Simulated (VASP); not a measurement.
# Al9O in VASP: relaxation of the atoms with PBE

Aim: the relaxation of the atoms of Al9O with PBE.

Everything below comes from runs of VASP 6.6.1. Logs are shortened: lines on timing, memory, paths and dates and some standing lists are left out, and cuts for length are marked.

## Step 1: The cell of the first run

The cell holds a slab with vacuum, 10 atoms: a = 2.854 Å, b = 9.806 Å, c = 20.290 Å, α = 90.00°, β = 90.00°, γ = 98.37°.

## Step 2: Relaxation of the atoms, PBE

Contents of INCAR:

```
SYSTEM = Al9O
ALGO = Fast ; DIPOL = 0.5 0.5 0.334
EDIFF = 1E-6 ; EDIFFG = -0.025
ENCUT = 520 ; GGA = PE
IBRION = 2 ; IDIPOL = 3
ISIF = 2 ; ISMEAR = 0
LASPH = .True. ; LCHARG = .False.
LDIPOL = .True. ; LREAL = .False.
LWAVE = .False. ; NELM = 100
NSW = 50 ; PREC = Accurate
SIGMA = 0.1
```

Contents of KPOINTS:

```
k-points
0
Gamma
  9 3 1
  0 0 0
```

Contents of POSCAR:

```
Al9O
1.0
    2.8535431553      0.0000000000      0.0000000000
   -1.4267715777      9.7014842378      0.0000000000
    0.0000000000      0.0000000000     20.2903703566
Al O
9 1
Selective dynamics
Direct
    0.5324432082      0.0648864163      0.1971378506  F F F
    0.6709612116      0.3419224231      0.2462112387  F F F
    0.2986648122      0.5973296244      0.2560259163  F F F
    0.9263684129      0.8527368258      0.2658405940  F F F
    0.0639544175      0.1277109188      0.3154271765  F F F
    0.1995835182      0.4042231282      0.3707799904  F F F
    0.8288001109      0.6596656509      0.3785021740  F F F
    0.4526153906      0.9110819271      0.3874246327  F F F
    0.5924854425      0.1814072012      0.4332286795  T T T
    1.3424854425      0.1814072012      0.4943414132  F F T
```

Potentials or basis: VASP PAW PBE potentials, release 64 (Al, O).

Command:

```
$ cat potpaw_PBE.64/Al/POTCAR potpaw_PBE.64/O/POTCAR > POTCAR
$ mpirun -np 1 vasp_std > vasp.out
```

OUTCAR:

```text
SYSTEM = Al9O
   EDIFF = 1E-6
   EDIFFG = -0.025
   ENCUT = 520
   GGA = PE
   IBRION = 2
   ISIF = 2
   ISMEAR = 0
   LASPH = .True.
   LREAL = .False.
   NELM = 100
   NSW = 50
   PREC = Accurate

 ion  position               nearest neighbor table
   1  0.532  0.065  0.197-   5 2.86   5 2.86   2 2.87   4 2.87   4 2.87
   2  0.671  0.342  0.246-   3 2.87   3 2.87   1 2.87   5 2.89   5 2.89   6 2.96   6 2.97
   3  0.299  0.597  0.256-   2 2.87   2 2.87   4 2.87   4 2.87   7 2.93   7 2.93   6 2.99
   4  0.926  0.853  0.266-   5 2.85   1 2.87   1 2.87   3 2.87   3 2.87   8 2.90   8 2.91   7 2.96

   5  0.064  0.128  0.315-   9 2.83   9 2.83   4 2.85   1 2.86   1 2.86   2 2.89   2 2.89   6 2.91
                             8 2.93   8 2.93
   6  0.200  0.404  0.371-   7 2.86   7 2.87   9 2.88   9 2.89   5 2.91   2 2.96   2 2.97   3 2.99

   7  0.829  0.660  0.379-   8 2.83   8 2.83   6 2.86   6 2.87   3 2.93   3 2.93   4 2.96
   8  0.453  0.911  0.387-   9 2.78   7 2.83   7 2.83   4 2.90   4 2.91   5 2.93   5 2.93
   9  0.592  0.181  0.433-  10 1.43  10 2.47   8 2.78   5 2.83   5 2.83   6 2.88   6 2.89
  10  0.342  0.181  0.494-   9 1.43   9 2.47

  LATTYP: Found a base centered orthorhombic cell.
 ALAT       =     2.8535431553
 B/A-ratio  =     6.7996057601
 C/A-ratio  =     7.1105882239

  Lattice vectors:

 A1 = (   1.4267715777,  -9.7014842378,   0.0000000000)
 A2 = (   1.4267715776,   9.7014842378,   0.0000000000)
 A3 = (   0.0000000000,   0.0000000000,  20.2903703566)

Analysis of symmetry for initial positions (statically):
=====================================================================
 Subroutine PRICEL returns:
 Original cell was already a primitive cell.

 Routine SETGRP: Setting up the symmetry group for a
 base centered orthorhombic supercell.

 Subroutine GETGRP returns: Found  1 space group operations
 (whereof  1 operations were pure point group operations)
 out of a pool of  8 trial point group operations.

The static configuration has the point symmetry C_1 .

Analysis of symmetry for dynamics (positions and initial velocities):
=====================================================================
 Subroutine PRICEL returns:
 Original cell was already a primitive cell.

 Routine SETGRP: Setting up the symmetry group for a
 base centered orthorhombic supercell.

 Subroutine GETGRP returns: Found  1 space group operations
 (whereof  1 operations were pure point group operations)
 out of a pool of  8 trial point group operations.

The dynamic configuration has the point symmetry C_1 .

Analysis of constrained symmetry for selective dynamics:
=====================================================================
 Subroutine PRICEL returns:
 Original cell was already a primitive cell.

 Routine SETGRP: Setting up the symmetry group for a
 base centered orthorhombic supercell.

 Subroutine GETGRP returns: Found  1 space group operations
 (whereof  1 operations were pure point group operations)
 out of a pool of  8 trial point group operations.

The constrained configuration has the point symmetry C_1 .

 Subroutine INISYM returns: Found  1 space group operations
 (whereof  1 operations are pure point group operations),
 and found     1 'primitive' translations

----------------------------------------------------------------------------------------

                                     Primitive cell

  volume of cell :     561.7106

  direct lattice vectors                    reciprocal lattice vectors
     2.853543155  0.000000000  0.000000000     0.350441520  0.051538506  0.000000000
    -1.426771578  9.701484238  0.000000000     0.000000000  0.103077011  0.000000000
     0.000000000  0.000000000 20.290370357     0.000000000  0.000000000  0.049284463

  length of vectors
     2.853543155  9.805838748 20.290370357     0.354211062  0.103077011  0.049284463
[... 91 lines left out ...]
   number of dos      NEDOS =    301   number of ions     NIONS =     10
   total plane-waves  NPLWV = 307200
   dimension x,y,z NGX =    24 NGY =   80 NGZ =  160
   dimension x,y,z NGXF=    48 NGYF=  160 NGZF=  320
   ions per type =               9   1
   NGX,Y,Z   is equivalent  to a cutoff of  13.98, 13.56, 13.11 a.u.
   NGXF,Y,Z  is equivalent  to a cutoff of  27.96, 27.13, 26.22 a.u.
 SYSTEM =  Al9O
   PREC   = accura    normal or accurate (medium, high low for compatibility)
   ISTART =      0    job   : 0-new  1-cont  2-samecut
   ICHARG =      2    charge: 1-file 2-atom 10-const
   ISPIN  =      1    spin polarized calculation?
   LNONCOLLINEAR =      F non collinear calculations
   LSORBIT =      F    spin-orbit coupling
   LASPH  =      T    aspherical Exc in radial PAW
   ENCUT  =  520.0 eV  38.22 Ry    6.18 a.u.   5.31 18.23 37.73*2*pi/ulx,y,z
   NELM   =    100;   NELMIN=  2; NELMDL= -5     # of ELM steps
   EDIFF  = 0.1E-05   stopping-criterion for ELM
   LREAL  =      F    real-space projection
   EDIFFG = -.3E-01   stopping-criterion for IOM
   NSW    =     50    number of steps for IOM
   IBRION =      2    ionic relax: 0-MD 1-quasi-New 2-CG
   NFREE  =      1    steps in history (QN), initial steepest desc. (CG)
   ISIF   =      2    stress and relaxation
   ISYM   =      2    0-nonsym 1-usesym 2-fastsym
   POTIM  = 0.5000    time-step for ionic-motion
   TEBEG  =    0.0;   TEEND  =   0.0 temperature during run
   PSTRESS=    0.0 pullay stress
   NELECT =      33.0000    total number of electrons
   NUPDOWN=      -1.0000    fix difference up-down
   EMIN   =  10.00;   EMAX   =-10.00  energy-range for DOS
   EFERMI =   0.00;   METHOD = LEGACY
   ISMEAR =     0;   SIGMA  =   0.10  broadening in eV -4-tet -1-fermi 0-gaus
   EFERMI_NEDOS =   21; number of points for ismear=-14 and -15
   IALGO  =     68    algorithm
   IMIX   =      4    mixing-type and parameters
     AMIX     =   0.40;   BMIX     =  1.00
     AMIX_MAG =   1.60;   BMIX_MAG =  1.00
  volume/ion in A,a.u.               =      56.17       379.06
  Fermi-wavevector in a.u.,A,eV,Ry     =   0.636417  1.202654  5.510726  0.405027
  Thomas-Fermi vector in A             =   1.701081
   LORBIT       =      0    0 simple, 1 ext, 2 COOP (PROOUT), +10 PAW based schemes
   GGA     = PE    functional components
   LHFCALC =     F    Hartree Fock is set to
   AEXX    =    0.0000 exact exchange contribution
   IVDW    =     0    specifies the selected vdW correction
   LEPSILON=     F    determine dielectric tensor
   LRPA    =     F    only Hartree local field effects (RPA)
 conjugate gradient relaxation of ions
 non-spin polarized calculation
 RMM-DIIS sequential band-by-band and
 Gauss-broadening in eV      SIGMA  =   0.10
  energy-cutoff  :      520.00
  volume of cell :      561.71
 maximum number of plane-waves:     15170
 NGX is ok and might be reduce to    24
   NGX = 11   NGY = 37   NGZ = 75

--------------------------------------- Ionic step        1  -------------------------------------------

 number of electron      32.9999998 magnetization

 Free energy of the ion-electron system (eV)
  ---------------------------------------------------
  ext. energy  EPLUGINS =         0.00000000
  ---------------------------------------------------
  free energy    TOTEN  =       -35.98749630 eV

  energy without entropy =      -35.96985307  energy(sigma->0) =      -35.97867469

------------------------ aborting loop because EDIFF is reached ----------------------------------------

  FORCE on cell =-STRESS in cart. coord.  units (eV):
  Direction    XX          YY          ZZ          XY          YZ          ZX
  --------------------------------------------------------------------------------------
  -------------------------------------------------------------------------------------
  Total       -0.6288537     -4.5552275     14.4855800      1.1902396     -0.2445094    -10.7764272
  in kB       -1.7936909    -12.9929585     41.3174842      3.3949420     -0.6974187    -30.7378000
  external PRESSURE =       8.8436116 kB  Pullay stress =       0.0000000 kB
[... 25 lines left out ...]
  FREE ENERGIE OF THE ION-ELECTRON SYSTEM (eV)
  ---------------------------------------------------
  free  energy   TOTEN  =       -35.9874963047 eV

  energy  without entropy=      -35.9698530672  energy(sigma->0) =      -35.97867469

 dipolmoment           0.000000      0.000000     -0.020840 electrons x Angstroem

--------------------------------------- Ionic step        2  -------------------------------------------

 number of electron      32.9999996 magnetization

------------------------ aborting loop because EDIFF is reached ----------------------------------------
[... 77 lines left out ...]
  FREE ENERGIE OF THE ION-ELECTRON SYSTEM (eV)
  ---------------------------------------------------
  free  energy   TOTEN  =       -34.8924463001 eV

  energy  without entropy=      -34.8532334920  energy(sigma->0) =      -34.87283990

[... ionic steps 4 to 21 ...]

--------------------------------------- Ionic step       22  -------------------------------------------

 number of electron      33.0000000 magnetization

------------------------ aborting loop because EDIFF is reached ----------------------------------------
[... 83 lines left out ...]
--------------------------------------- Ionic step       24  -------------------------------------------

 number of electron      33.0000000 magnetization

 dipolmoment           0.000000      0.000000      0.207655 electrons x Angstroem

 Free energy of the ion-electron system (eV)
  ---------------------------------------------------
  ext. energy  EPLUGINS =         0.00000000
  ---------------------------------------------------
  free energy    TOTEN  =       -39.47872543 eV

  energy without entropy =      -39.45475189  energy(sigma->0) =      -39.46673866

 E-fermi :  -1.2128     XC(G=0):  -3.7945

 val. band max:       -1.2311303241   @ k =   0.2222   0.3333   0.0000
 cond. band min:      -1.1943160161   @ k =   0.4444   0.3333   0.0000
 fundamental gap:      0.0368143080
 Fermi energy:        -1.2127783040

 k-point     1 :       0.0000    0.0000    0.0000
  band No.  band energies     occupation
      1     -19.9772      2.00000
      2     -11.1175      2.00000
      3      -9.6332      2.00000
      4      -9.5041      2.00000
      5      -8.5491      2.00000
      6      -7.1078      2.00000
[... 339 lines left out ...]
     21       1.0012      0.00000
     22       1.7054      0.00000

------------------------ aborting loop because EDIFF is reached ----------------------------------------

 vacuum level on the upper side and lower side of the slab       (xc-potential included)         0.649        -0.686

  FORCE on cell =-STRESS in cart. coord.  units (eV):
  Direction    XX          YY          ZZ          XY          YZ          ZX
  --------------------------------------------------------------------------------------
  -------------------------------------------------------------------------------------
  Total       -2.8647661     -5.6719280     -0.3548991      0.7035908     -0.6431223      0.3763272
  in kB       -8.1712245    -16.1781439     -1.0122852      2.0068648     -1.8343895      1.0734049
  external PRESSURE =      -8.4538845 kB  Pullay stress =       0.0000000 kB
[... 25 lines left out ...]
  FREE ENERGIE OF THE ION-ELECTRON SYSTEM (eV)
  ---------------------------------------------------
  free  energy   TOTEN  =       -39.4787254343 eV

  energy  without entropy=      -39.4547518924  energy(sigma->0) =      -39.46673866

 reached required accuracy - stopping structural energy minimisation

 vacuum level on the upper side and lower side of the slab         4.278         2.916
```

Wall time 2.8 h (1 thread of Oxide Virtual Turin-like, shared host); peak memory 0.75 GiB.

What came out:

```yaml
Free_energy: -39.4787 eV
Energy_gained_by_relaxing: 349.1 meV/atom
Ionic_steps: 24
Band_gap_on_the_k_mesh: zero (an odd number of electrons rules out a gap without spin polarisation)
```

The path:
| step | energy change (eV) | largest force on free atoms (eV/Å) | pressure (GPa) |
| --- | --- | --- | --- |
| 1 | 0.0000 | 13.9133 | 0.88 |
| 2 | 2.8891 | 7.4805 | -0.70 |
| 3 | 1.0950 | 6.3029 | -1.30 |
| 4 | -0.0656 | 5.6499 | -1.46 |
| 5 | -1.1561 | 2.9853 | -1.09 |
| 6 | -1.1323 | 3.7180 | -0.46 |
| 7 | -1.2191 | 2.3925 | -0.89 |
| 8 | -1.2216 | 2.3688 | -0.83 |
| 9 | -1.4786 | 2.6969 | -0.89 |
| 10 | -2.4308 | 3.5497 | -1.16 |
| 11 | -2.1717 | 11.0321 | 0.26 |
| 12 | -2.8772 | 3.5443 | -1.23 |
| 13 | -3.2772 | 2.6685 | -1.01 |
| 14 | -3.2255 | 4.3556 | -0.42 |
| 15 | -3.3254 | 2.5976 | -0.79 |
| 16 | -3.4425 | 1.3027 | -0.75 |
| 17 | -3.4718 | 0.2079 | -0.67 |
| 18 | -3.4718 | 0.1928 | -0.68 |
| 19 | -3.4736 | 0.1873 | -0.69 |
| 20 | -3.4782 | 0.1763 | -0.71 |
| 21 | -3.4852 | 0.1696 | -0.77 |
| 22 | -3.4900 | 0.2145 | -0.88 |
| 23 | -3.4903 | 0.1859 | -0.82 |
| 24 | -3.4912 | 0.0034 | -0.85 |

Final structure:
```xyz
10
Lattice="2.8535 0.0000 0.0000 -1.4268 9.7015 0.0000 0.0000 0.0000 20.2904" Properties=species:S:1:pos:R:3 pbc="T T T"
Al    1.4268    0.6295    4.0000
Al    1.4268    3.3172    4.9957
Al    0.0000    5.7950    5.1949
Al    1.4268    8.2728    5.3940
Al    0.0003    1.2390    6.4001
Al   -0.0072    3.9216    7.5233
Al    1.4238    6.3997    7.6799
Al   -0.0083    8.8388    7.8610
Al    2.1455    1.7718    9.1604
O     0.7185    1.7599   10.0791
```

The gap in the log of VASP goes by the Fermi energy; the results here count the filled bands.